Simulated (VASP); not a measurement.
# BaTiO3 (Pm-3m) in VASP: notebook

BaTiO3 is run at these levels: r2SCAN; tasks: single point.

Everything below comes from runs of VASP 6.6.1. Logs are shortened: lines on timing, memory, paths and dates and some standing lists are left out, and cuts for length are marked.

## 1. The cell of the first run

It takes space group Pm-3m (No. 221, cubic). The conventional cell has a = 4.007 Å, b = 4.007 Å, c = 4.007 Å, α = 90.00°, β = 90.00°, γ = 90.00°. Within 3.7 Å of Ba (site symmetry m-3m) lie 12 O at 2.83 Å and 8 Ti at 3.47 Å. Within 2.7 Å of Ti (site symmetry m-3m) lie 6 O at 2.00 Å. O (site symmetry 4/mmm) has 2 Ti at 2.00 Å within 2.7 Å.

## 2. Single point, r2SCAN

Contents of POSCAR:

```
BaTiO3
1.0
    4.0072991724      0.0000000000      0.0000000000
    0.0000000000      4.0072991724      0.0000000000
    0.0000000000      0.0000000000      4.0072991724
Ba Ti O
1 1 3
Direct
    0.0000000000      0.0000000000      0.0000000000
    0.5000000000      0.5000000000      0.5000000000
    0.0000000000      0.5000000000      0.5000000000
    0.5000000000      0.5000000000      0.0000000000
    0.5000000000      0.0000000000      0.5000000000
```

Contents of INCAR.step1:

```
PREC = Accurate
ENCUT = 520
ISMEAR = 0
SIGMA = 0.05
LREAL = False
LASPH = True
NELM = 60
NBANDS = 28
GGA = PE
ALGO = Normal
EDIFF = 1E-4
LWAVE = True
LCHARG = False
```

Contents of INCAR.step2:

```
PREC = Accurate
ENCUT = 520
EDIFF = 1E-7
ISMEAR = 0
SIGMA = 0.05
LREAL = False
LASPH = True
NELM = 60
ALGO = Normal
ISIF = 2
LWAVE = False
LCHARG = True
METAGGA = R2SCAN
LMIXTAU = True
LELF = True
LVHAR = True
NBANDS = 28
ISTART = 1
```

Contents of KPOINTS:

```
regular mesh
0
Gamma
  8 8 8
```

Potentials or basis: VASP PAW PBE potentials, release 64 (Ba_sv, Ti_sv, O).

Launch:

```console
$ cat potpaw_PBE.64/Ba_sv/POTCAR potpaw_PBE.64/Ti_sv/POTCAR potpaw_PBE.64/O/POTCAR > POTCAR
$ cp INCAR.step1 INCAR
$ mpirun -np 1 vasp_std > vasp.out
$ cp INCAR.step2 INCAR
$ mpirun -np 1 vasp_std > vasp.out
```

OUTCAR:

```text
PREC = Accurate
   ENCUT = 520
   EDIFF = 1E-7
   ISMEAR = 0
   LREAL = False
   LASPH = True
   NELM = 60
   ISIF = 2
   METAGGA = R2SCAN
   ISTART = 1

 ion  position               nearest neighbor table
   1  0.000  0.000  0.000-   3 2.83   4 2.83   5 2.83   3 2.83   5 2.83   3 2.83   4 2.83   3 2.83
                             4 2.83   5 2.83   5 2.83   4 2.83   2 3.47   2 3.47   2 3.47   2 3.47
   2  0.500  0.500  0.500-   3 2.00   4 2.00   5 2.00   4 2.00   5 2.00   3 2.00   1 3.47   1 3.47
                             1 3.47   1 3.47   1 3.47   1 3.47   1 3.47   1 3.47
   3  0.000  0.500  0.500-   2 2.00   2 2.00   1 2.83   1 2.83   1 2.83   1 2.83
   4  0.500  0.500  0.000-   2 2.00   2 2.00   1 2.83   1 2.83   1 2.83   1 2.83
   5  0.500  0.000  0.500-   2 2.00   2 2.00   1 2.83   1 2.83   1 2.83   1 2.83

  LATTYP: Found a simple cubic cell.
 ALAT       =     4.0072991724

  Lattice vectors:

 A1 = (   4.0072991724,   0.0000000000,   0.0000000000)
 A2 = (   0.0000000000,   4.0072991724,   0.0000000000)
 A3 = (   0.0000000000,   0.0000000000,   4.0072991724)

Analysis of symmetry for initial positions (statically):
=====================================================================
 Subroutine PRICEL returns:
 Original cell was already a primitive cell.

 Routine SETGRP: Setting up the symmetry group for a
 simple cubic supercell.

 Subroutine GETGRP returns: Found 48 space group operations
 (whereof 48 operations were pure point group operations)
 out of a pool of 48 trial point group operations.

The static configuration has the point symmetry O_h .

Analysis of symmetry for dynamics (positions and initial velocities):
=====================================================================
 Subroutine PRICEL returns:
 Original cell was already a primitive cell.

 Routine SETGRP: Setting up the symmetry group for a
 simple cubic supercell.

 Subroutine GETGRP returns: Found 48 space group operations
 (whereof 48 operations were pure point group operations)
 out of a pool of 48 trial point group operations.

The dynamic configuration has the point symmetry O_h .

 Subroutine INISYM returns: Found 48 space group operations
 (whereof 48 operations are pure point group operations),
 and found     1 'primitive' translations

----------------------------------------------------------------------------------------

[... 99 lines left out ...]
   LREAL  =      F    real-space projection
   EDIFFG = 0.1E-05   stopping-criterion for IOM
   NSW    =      0    number of steps for IOM
   IBRION =     -1    ionic relax: 0-MD 1-quasi-New 2-CG
   NFREE  =      0    steps in history (QN), initial steepest desc. (CG)
   ISIF   =      2    stress and relaxation
   ISYM   =      2    0-nonsym 1-usesym 2-fastsym
   POTIM  = 0.5000    time-step for ionic-motion
   TEBEG  =    0.0;   TEEND  =   0.0 temperature during run
   PSTRESS=    0.0 pullay stress
   NELECT =      40.0000    total number of electrons
   NUPDOWN=      -1.0000    fix difference up-down
   EMIN   =  10.00;   EMAX   =-10.00  energy-range for DOS
   EFERMI =   0.00;   METHOD = LEGACY
   ISMEAR =     0;   SIGMA  =   0.05  broadening in eV -4-tet -1-fermi 0-gaus
   EFERMI_NEDOS =   21; number of points for ismear=-14 and -15
   IALGO  =     38    algorithm
   IMIX   =      4    mixing-type and parameters
     AMIX     =   0.40;   BMIX     =  1.00
     AMIX_MAG =   1.60;   BMIX_MAG =  1.00
  volume/ion in A,a.u.               =      12.87        86.85
  Fermi-wavevector in a.u.,A,eV,Ry     =   1.397150  2.640231 26.558958  1.952028
  Thomas-Fermi vector in A             =   2.520435
   LORBIT       =      0    0 simple, 1 ext, 2 COOP (PROOUT), +10 PAW based schemes
   METAGGA = R2SCAN    functional components
   LHFCALC =     F    Hartree Fock is set to
   AEXX    =    0.0000 exact exchange contribution
   IVDW    =     0    specifies the selected vdW correction
   LEPSILON=     F    determine dielectric tensor
   LRPA    =     F    only Hartree local field effects (RPA)
 non-spin polarized calculation
 Gauss-broadening in eV      SIGMA  =   0.05
  energy-cutoff  :      520.00
  volume of cell :       64.35
 maximum number of plane-waves:      1763
 NGX is ok and might be reduce to    30
   NGX = 15   NGY = 15   NGZ = 15

 number of electron      39.9999976 magnetization

 Free energy of the ion-electron system (eV)
  ---------------------------------------------------
  ext. energy  EPLUGINS =         0.00000000
  ---------------------------------------------------
  free energy    TOTEN  =       -74.23552910 eV

  energy without entropy =      -74.23552910  energy(sigma->0) =      -74.23552910

 E-fermi :   3.8184     XC(G=0): -11.8988

 val. band max:        3.5042765017   @ k =   0.5000   0.5000   0.5000
 cond. band min:       5.6303477562   @ k =   0.0000   0.0000   0.0000
 fundamental gap:      2.1260712546
 Fermi energy:         3.8183729530

 k-point     1 :       0.0000    0.0000    0.0000
  band No.  band energies     occupation
      1     -55.3947      2.00000
      2     -30.5505      2.00000
      3     -30.5505      2.00000
      4     -30.5505      2.00000
      5     -21.9750      2.00000
      6     -14.3486      2.00000
[... 733 lines left out ...]
     27      12.2967      0.00000
     28      13.1923      0.00000

 [... further k-points ...]

------------------------ aborting loop because EDIFF is reached ----------------------------------------

  FORCE on cell =-STRESS in cart. coord.  units (eV):
  Direction    XX          YY          ZZ          XY          YZ          ZX
  --------------------------------------------------------------------------------------
  -------------------------------------------------------------------------------------
  Total        0.0676888      0.0676888      0.0676888     -0.0000000     -0.0000000      0.0000000
  in kB        1.6852792      1.6852792      1.6852792     -0.0000000     -0.0000000      0.0000000
  external PRESSURE =       1.6852792 kB  Pullay stress =       0.0000000 kB

 VOLUME and BASIS-vectors are now :
 -----------------------------------------------------------------------------
  energy-cutoff  :      520.00
  volume of cell :       64.35
      direct lattice vectors                 reciprocal lattice vectors
     4.007299172  0.000000000  0.000000000     0.249544633  0.000000000  0.000000000
     0.000000000  4.007299172  0.000000000     0.000000000  0.249544633  0.000000000
     0.000000000  0.000000000  4.007299172     0.000000000  0.000000000  0.249544633

 POSITION                                       TOTAL-FORCE (eV/Angst)
 -----------------------------------------------------------------------------------
      0.00000      0.00000      0.00000         0.000000      0.000000      0.000000
      2.00365      2.00365      2.00365         0.000000      0.000000      0.000000
      0.00000      2.00365      2.00365         0.000000      0.000000      0.000000
      2.00365      2.00365      0.00000         0.000000      0.000000      0.000000
      2.00365      0.00000      2.00365         0.000000      0.000000      0.000000
 -----------------------------------------------------------------------------------
    total drift:                                0.000000      0.000000     -0.000000

  FREE ENERGIE OF THE ION-ELECTRON SYSTEM (eV)
  ---------------------------------------------------
  free  energy   TOTEN  =       -74.2355290982 eV

  energy  without entropy=      -74.2355290982  energy(sigma->0) =      -74.23552910
```

OUTCAR.step1:

```text
PREC = Accurate
   ENCUT = 520
   ISMEAR = 0
   LREAL = False
   LASPH = True
[... 978 lines left out ...]
      2.00365      2.00365      2.00365         0.000000      0.000000      0.000000
      0.00000      2.00365      2.00365         0.000000      0.000000      0.000000
      2.00365      2.00365      0.00000         0.000000      0.000000      0.000000
      2.00365      0.00000      2.00365         0.000000      0.000000      0.000000
 -----------------------------------------------------------------------------------
    total drift:                                0.000000      0.000000     -0.000000

  FREE ENERGIE OF THE ION-ELECTRON SYSTEM (eV)
  ---------------------------------------------------
  free  energy   TOTEN  =       -39.9721544385 eV

  energy  without entropy=      -39.9721544385  energy(sigma->0) =      -39.97215444
```

OSZICAR.step1:

```text
N       E                     dE             d eps       ncg     rms          rms(c)
DAV:   1     0.438193328421E+03    0.43819E+03   -0.21196E+04  1968   0.155E+03
DAV:   2    -0.294942553225E+01   -0.44114E+03   -0.41770E+03  2272   0.430E+02
DAV:   3    -0.487465612926E+02   -0.45797E+02   -0.45370E+02  2732   0.134E+02
DAV:   4    -0.509352406497E+02   -0.21887E+01   -0.21841E+01  2936   0.250E+01
DAV:   5    -0.509995852305E+02   -0.64345E-01   -0.64331E-01  2692   0.334E+00    0.228E+01
DAV:   6    -0.401939592362E+02    0.10806E+02   -0.56658E+01  2712   0.658E+01    0.977E+00
DAV:   7    -0.401312213874E+02    0.62738E-01   -0.97128E+00  2548   0.226E+01    0.654E+00
DAV:   8    -0.399646849176E+02    0.16654E+00   -0.63740E-01  2404   0.693E+00    0.343E+00
DAV:   9    -0.400013950203E+02   -0.36710E-01   -0.34782E-01  2732   0.495E+00    0.157E+00
DAV:  10    -0.399764708323E+02    0.24924E-01   -0.17394E-01  2256   0.433E+00    0.546E-01
DAV:  11    -0.399721800726E+02    0.42908E-02   -0.19541E-02  2776   0.962E-01    0.138E-01
DAV:  12    -0.399724688810E+02   -0.28881E-03   -0.23309E-03  2464   0.442E-01    0.159E-01
DAV:  13    -0.399721533332E+02    0.31555E-03   -0.96053E-04  2204   0.327E-01    0.187E-02
DAV:  14    -0.399721544385E+02   -0.11053E-05   -0.30660E-05  1320   0.385E-02
   1 F= -.39972154E+02 E0= -.39972154E+02  d E =-.486229E-20
```

Wall time 7.1 min (1 thread of Intel Xeon 8259CL, shared host); peak memory 0.21 GiB.

Results:

```
Free energy            : -74.2355 eV
Pressure               : 0.2 GPa
Band gap on the k mesh : 2.13 eV (least direct gap 2.29 eV)
```

Caveat: the PAW data sets were made with another functional, which shifts forces and pressure a little; spin-orbit coupling is left out, which moves the levels of the heavy elements. A k mesh can miss the band edges.

## 3. Single point, r2SCAN

POSCAR is that of step 2.

Contents of INCAR.step1:

```
SYSTEM = BaTiO3
PREC = Accurate ; ENCUT = 520
ISMEAR = 0 ; SIGMA = 0.05
LREAL = .FALSE. ; LASPH = .TRUE.
NELM = 60 ; NBANDS = 28
GGA = PE ; ALGO = Normal
EDIFF = 1E-4 ; LWAVE = .TRUE.
LCHARG = .FALSE.
```

Contents of INCAR.step2:

```
SYSTEM = BaTiO3
PREC = Accurate ; ENCUT = 520
EDIFF = 1E-6 ; ISMEAR = 0
SIGMA = 0.05 ; LREAL = .FALSE.
LASPH = .TRUE. ; NELM = 60
ALGO = Normal ; ISIF = 2
LWAVE = .FALSE. ; LCHARG = .FALSE.
METAGGA = R2SCAN ; LMIXTAU = .TRUE.
NBANDS = 28 ; ISTART = 1
```

Contents of KPOINTS:

```
Automatic mesh
0
G
  8 8 8
  0 0 0
```

Potentials or basis: VASP PAW PBE potentials, release 64 (Ba_sv, Ti_sv, O).

Launch:

```console
$ cat potpaw_PBE.64/Ba_sv/POTCAR potpaw_PBE.64/Ti_sv/POTCAR potpaw_PBE.64/O/POTCAR > POTCAR
$ cp INCAR.step1 INCAR
$ mpirun -np 1 vasp_std > vasp.out
$ cp INCAR.step2 INCAR
$ mpirun -np 1 vasp_std > vasp.out
```

Run time: 5.8 min. Hardware: 1 thread of Intel Xeon 8259CL, shared host; peak memory 0.21 GiB.

It converged, with:

```yaml
Free_energy: -74.2355 eV
Pressure: 0.1 GPa
Band_gap_on_the_k_mesh: 2.13 eV (least direct gap 2.29 eV)
```

Levels at points of the mesh, in eV from the valence-band top:
| k point | band 16 | band 17 | band 18 | band 19 | band 20 | band 21 | band 22 | band 23 | band 24 | band 25 |
| --- | --- | --- | --- | --- | --- | --- | --- | --- | --- | --- |
| (0.00, 0.00, 0.00) | -1.12 | -1.12 | -0.16 | -0.16 | -0.16 | 2.13 | 2.13 | 2.13 | 4.14 | 4.14 |
| (0.50, 0.00, 0.00) | -1.92 | -1.82 | -1.82 | -0.75 | -0.75 | 2.28 | 3.83 | 3.83 | 4.15 | 6.27 |
| (0.50, 0.50, 0.00) | -2.67 | -1.79 | -0.89 | -0.89 | -0.09 | 3.84 | 3.84 | 4.28 | 5.05 | 8.05 |
| (0.50, 0.50, 0.50) | -2.42 | -2.42 | 0.00 | 0.00 | 0.00 | 4.52 | 4.52 | 4.52 | 7.40 | 7.40 |

Caveat: the PAW data sets were made with another functional, which shifts forces and pressure a little; spin-orbit coupling is left out, which moves the levels of the heavy elements.
